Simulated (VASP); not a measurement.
# BaTe (F-43m) in VASP: settings compared, part 2 of 2

VASP 6.6.1.

## Step 5: Single point, HSE06

POSCAR reads:

```
BaTe
1.0
    0.0000000000      3.9141586662      3.9141586662
    3.9141586662      0.0000000000      3.9141586662
    3.9141586662      3.9141586662      0.0000000000
Ba Te
1 1
Direct
    0.0000000000      0.0000000000      0.0000000000
    0.2500000000      0.2500000000      0.2500000000
```

INCAR.step1 reads:

```
SYSTEM = BaTe
PREC = Accurate
ENCUT = 520
EDIFF = 1E-5
ISMEAR = 1
SIGMA = 0.5
LREAL = .FALSE.
LASPH = .TRUE.
NELM = 80
ALGO = Normal
ISIF = 2
LWAVE = .TRUE.
LCHARG = .FALSE.
NBANDS = 15
GGA = PE
```

INCAR.step2 reads:

```
SYSTEM = BaTe
PREC = Accurate
ENCUT = 520
EDIFF = 1E-6
ISMEAR = 1
SIGMA = 0.5
LREAL = .FALSE.
LASPH = .TRUE.
NELM = 80
ALGO = Normal
ISIF = 2
LWAVE = .FALSE.
LCHARG = .FALSE.
GGA = PE
LHFCALC = .TRUE.
HFSCREEN = 0.2079
PRECFOCK = Normal
NBANDS = 15
ISTART = 1
```

KPOINTS reads:

```
regular mesh
0
G
  4 4 4
  0 0 0
```

Potentials or basis: VASP PAW PBE potentials, release 64 (Ba_sv, Te).

Command:

```console
cat potpaw_PBE.64/Ba_sv/POTCAR potpaw_PBE.64/Te/POTCAR > POTCAR
cp INCAR.step1 INCAR
mpirun -np 1 vasp_std > vasp.out
cp INCAR.step2 INCAR
mpirun -np 1 vasp_std > vasp.out
```

OUTCAR:

```text
SYSTEM = BaTe
   PREC = Accurate
   ENCUT = 520
   EDIFF = 1E-6
   ISMEAR = 1
   LREAL = .FALSE.
   LASPH = .TRUE.
   NELM = 80
   ISIF = 2
   GGA = PE
   LHFCALC = .TRUE.
   HFSCREEN = 0.2079
   PRECFOCK = Normal
   ISTART = 1

 ion  position               nearest neighbor table
   1  0.000  0.000  0.000-   2 3.39   2 3.39   2 3.39   2 3.39
   2  0.250  0.250  0.250-   1 3.39   1 3.39   1 3.39   1 3.39

  LATTYP: Found a face centered cubic cell.
 ALAT       =     7.8283173324

  Lattice vectors:

 A1 = (   0.0000000000,   3.9141586662,   3.9141586662)
 A2 = (   3.9141586662,   0.0000000000,   3.9141586662)
 A3 = (   3.9141586662,   3.9141586662,   0.0000000000)

Analysis of symmetry for initial positions (statically):
=====================================================================
 Subroutine PRICEL returns:
 Original cell was already a primitive cell.

 Routine SETGRP: Setting up the symmetry group for a
 face centered cubic supercell.

 Subroutine GETGRP returns: Found 24 space group operations
 (whereof 24 operations were pure point group operations)
 out of a pool of 48 trial point group operations.

The static configuration has the point symmetry T_d .

Analysis of symmetry for dynamics (positions and initial velocities):
=====================================================================
 Subroutine PRICEL returns:
 Original cell was already a primitive cell.

 Routine SETGRP: Setting up the symmetry group for a
 face centered cubic supercell.

 Subroutine GETGRP returns: Found 24 space group operations
 (whereof 24 operations were pure point group operations)
 out of a pool of 48 trial point group operations.

The dynamic configuration has the point symmetry T_d .

 Subroutine INISYM returns: Found 24 space group operations
 (whereof 24 operations are pure point group operations),
 and found     1 'primitive' translations

----------------------------------------------------------------------------------------

                                     Primitive cell

  volume of cell :     119.9348

  direct lattice vectors                    reciprocal lattice vectors
     0.000000000  3.914158666  3.914158666    -0.127741372  0.127741372  0.127741372
     3.914158666  0.000000000  3.914158666     0.127741372 -0.127741372  0.127741372
     3.914158666  3.914158666  0.000000000     0.127741372  0.127741372 -0.127741372

  length of vectors
     5.535456271  5.535456271  5.535456271     0.221254547  0.221254547  0.221254547

  position of ions in fractional coordinates (direct lattice)
     0.000000000  0.000000000  0.000000000
     0.250000000  0.250000000  0.250000000

  ion indices of the primitive-cell ions
   primitive index   ion index
                 1           1
                 2           2

----------------------------------------------------------------------------------------

 KPOINTS: regular mesh

Automatic generation of k-mesh.
 Grid dimensions read from file:
 generate k-points for:    4    4    4

 Generating k-lattice:

  Cartesian coordinates                     Fractional coordinates (reciprocal lattice)
[... 31 lines left out ...]
   NGX,Y,Z   is equivalent  to a cutoff of  12.61, 12.61, 12.61 a.u.
   NGXF,Y,Z  is equivalent  to a cutoff of  25.23, 25.23, 25.23 a.u.
 SYSTEM =  BaTe
   PREC   = accura    normal or accurate (medium, high low for compatibility)
   ISTART =      1    job   : 0-new  1-cont  2-samecut
   ICHARG =      0    charge: 1-file 2-atom 10-const
   ISPIN  =      1    spin polarized calculation?
   LNONCOLLINEAR =      F non collinear calculations
   LSORBIT =      F    spin-orbit coupling
   LASPH  =      T    aspherical Exc in radial PAW
   ENCUT  =  520.0 eV  38.22 Ry    6.18 a.u.  10.29 10.29 10.29*2*pi/ulx,y,z
   NELM   =     80;   NELMIN=  2; NELMDL=  0     # of ELM steps
   EDIFF  = 0.1E-05   stopping-criterion for ELM
   LREAL  =      F    real-space projection
   EDIFFG = 0.1E-04   stopping-criterion for IOM
   NSW    =      0    number of steps for IOM
   IBRION =     -1    ionic relax: 0-MD 1-quasi-New 2-CG
   NFREE  =      0    steps in history (QN), initial steepest desc. (CG)
   ISIF   =      2    stress and relaxation
   ISYM   =      3    0-nonsym 1-usesym 2-fastsym
   POTIM  = 0.5000    time-step for ionic-motion
   TEBEG  =    0.0;   TEEND  =   0.0 temperature during run
   PSTRESS=    0.0 pullay stress
   NELECT =      16.0000    total number of electrons
   NUPDOWN=      -1.0000    fix difference up-down
   EMIN   =  10.00;   EMAX   =-10.00  energy-range for DOS
   EFERMI =   0.00;   METHOD = LEGACY
   ISMEAR =     1;   SIGMA  =   0.50  broadening in eV -4-tet -1-fermi 0-gaus
   EFERMI_NEDOS =   21; number of points for ismear=-14 and -15
   IALGO  =     38    algorithm
   IMIX   =      1    mixing-type and parameters
     AMIX     =   0.40;   BMIX     =  1.00
     AMIX_MAG =   1.60;   BMIX_MAG =  1.00
  volume/ion in A,a.u.               =      59.97       404.68
  Fermi-wavevector in a.u.,A,eV,Ry     =   0.836501  1.580757  9.520455  0.699734
  Thomas-Fermi vector in A             =   1.950236
   LORBIT       =      0    0 simple, 1 ext, 2 COOP (PROOUT), +10 PAW based schemes
   GGA     = PE    functional components
   LHFCALC =     T    Hartree Fock is set to
   PRECFOCK=normal    Normal, Fast or Accurate (Low or Medium for compatibility)
   ENCUT4O =  -1.0   cutoff for four orbital integrals eV
   NKREDX  =     1    reduce k-point grid by
   NKREDY  =     1    reduce k-point grid by
   NKREDZ  =     1    reduce k-point grid by
   AEXX    =    0.2500 exact exchange contribution
   HFSCREEN=    0.2079 screening length (either q_TF or 0.3 A-1)
   HFSCREENC=   0.2079 screening length for correlation (either q_TF or 0.3 A-1)
   ENCUTFOCK=  -1.0 apply spherical cutoff to Coloumb kernel
   IVDW    =     0    specifies the selected vdW correction
   LEPSILON=     F    determine dielectric tensor
   LRPA    =     F    only Hartree local field effects (RPA)
 non-spin polarized calculation
 Methfessel and Paxton  Order N= 1 SIGMA  =   0.50
  energy-cutoff  :      520.00
  volume of cell :      119.93
 maximum number of plane-waves:      3250
 NGX is ok and might be reduce to    42
  NGX = 32; NGY = 32; NGZ = 32

 number of electron      16.0000000 magnetization

 Free energy of the ion-electron system (eV)
  ---------------------------------------------------
  ext. energy  EPLUGINS =         0.00000000
  ---------------------------------------------------
  free energy    TOTEN  =        -9.17919434 eV

  energy without entropy =       -9.26352074  energy(sigma->0) =       -9.20730314

 E-fermi :  -0.3102     XC(G=0):  -5.6692

 val. band max:       -0.5299546347   @ k =  -0.2500   0.5000   0.2500
 cond. band min:       2.7579779134   @ k =   0.0000   0.0000   0.0000
 fundamental gap:      3.2879325481
 Fermi energy:        -0.3101979473

 k-point     1 :       0.0000    0.0000    0.0000
  band No.  band energies     occupation
      1     -29.2821      2.00000
      2     -13.4137      2.00000
      3     -13.4137      2.00000
      4     -13.4137      2.00000
      5     -10.0283      2.00000
      6      -0.9761      2.06788
      7      -0.9761      2.06788
      8      -0.9761      2.06788
      9       2.7580     -0.00000
     10       4.5690     -0.00000
     11       4.5690     -0.00000
     12       6.5260     -0.00000
     13       6.5260     -0.00000
     14       6.5260     -0.00000
[... 113 lines left out ...]
      2     -13.6350      2.00000
      3     -13.4717      2.00000
      4     -13.4583      2.00000
      5      -9.6036      2.00000
      6      -1.1283      2.04280
      7      -1.0276      2.06086
      8      -0.5300      1.67018
      9       3.1719     -0.00000
     10       4.1131     -0.00000
     11       5.2230     -0.00000
     12       5.5651     -0.00000
     13       6.4724     -0.00000
     14       7.4825     -0.00000
     15       7.6479     -0.00000

------------------------ aborting loop because EDIFF is reached ----------------------------------------

  FORCE on cell =-STRESS in cart. coord.  units (eV):
  Direction    XX          YY          ZZ          XY          YZ          ZX
  --------------------------------------------------------------------------------------
  -------------------------------------------------------------------------------------
  Total       -0.0641183     -0.0641183     -0.0641183      0.0000000      0.0000000      0.0000000
  in kB       -0.8565393     -0.8565393     -0.8565393      0.0000000      0.0000000      0.0000000
  external PRESSURE =      -0.8565393 kB  Pullay stress =       0.0000000 kB

 VOLUME and BASIS-vectors are now :
 -----------------------------------------------------------------------------
  energy-cutoff  :      520.00
  volume of cell :      119.93
      direct lattice vectors                 reciprocal lattice vectors
     0.000000000  3.914158666  3.914158666    -0.127741372  0.127741372  0.127741372
     3.914158666  0.000000000  3.914158666     0.127741372 -0.127741372  0.127741372
     3.914158666  3.914158666  0.000000000     0.127741372  0.127741372 -0.127741372

 POSITION                                       TOTAL-FORCE (eV/Angst)
 -----------------------------------------------------------------------------------
      0.00000      0.00000      0.00000         0.000000      0.000000      0.000000
      1.95708      1.95708      1.95708        -0.000000     -0.000000     -0.000000
 -----------------------------------------------------------------------------------
    total drift:                               -0.000003      0.000003     -0.000003

  FREE ENERGIE OF THE ION-ELECTRON SYSTEM (eV)
  ---------------------------------------------------
  free  energy   TOTEN  =        -9.1791943387 eV

  energy  without entropy=       -9.2635207353  energy(sigma->0) =       -9.20730314
```

Wall time 9.8 min (1 thread of AMD EPYC 7R13 (Zen 3), shared host); peak memory 0.35 GiB.

Results:

```yaml
Free_energy: -9.1792 eV
Pressure: -0.1 GPa
Band_gap_on_the_k_mesh: 3.29 eV (least direct gap 3.69 eV)
```

Caveat: the structure was generated, so it needn't be the stable form of BaTe; the PAW data sets were made with another functional, which shifts forces and pressure a little; spin-orbit coupling is left out, which moves the levels of the heavy elements. A k mesh can miss the band edges.

## Step 6: The runs side by side

| level | smearing | grid for exact exchange (PRECFOCK) | share of exact exchange | screening parameter | gap on the mesh (eV) | pressure (GPa) |
| --- | --- | --- | --- | --- | --- | --- |
| PBE | gaussian 0.01 eV | - | - | - | 2.58 | 0.2 |
| PBE-based global hybrid with 75 % exact exchange | gaussian 0.01 eV | Normal | 0.75 | - | 6.99 | -0.6 |
| PBE-based screened hybrid with 50 % exact exchange | gaussian 0.01 eV | Normal | 0.5 | 0.2078 1/Å | 4.06 | -0.2 |
| HSE06 | methfessel-paxton 0.5 eV | Normal | 0.25 | 0.2079 1/Å | 3.29 | -0.1 |

Alike in all rows: task single point; potentials or basis VASP PAW PBE potentials, release 64 (Ba_sv, Te); no spin polarisation; cell as given; k mesh 4 × 4 × 4; cutoff (eV) 520.

On the cell as given the gap runs from 2.58 eV (PBE) to 6.99 eV (PBE-based global hybrid with 75 % exact exchange). The pressure there spans -0.6 GPa (PBE-based global hybrid with 75 % exact exchange) to 0.2 GPa (PBE); a positive pressure means that this level wants a larger cell, a negative one a smaller.

Caveats: the structure was generated, so it needn't be the stable form of BaTe; spin-orbit coupling is left out, which moves the levels of the heavy elements; the PAW data sets were made with another functional, which shifts forces and pressure a little (at least some runs).

Absolute energies hang on the potentials; compare differences alone.
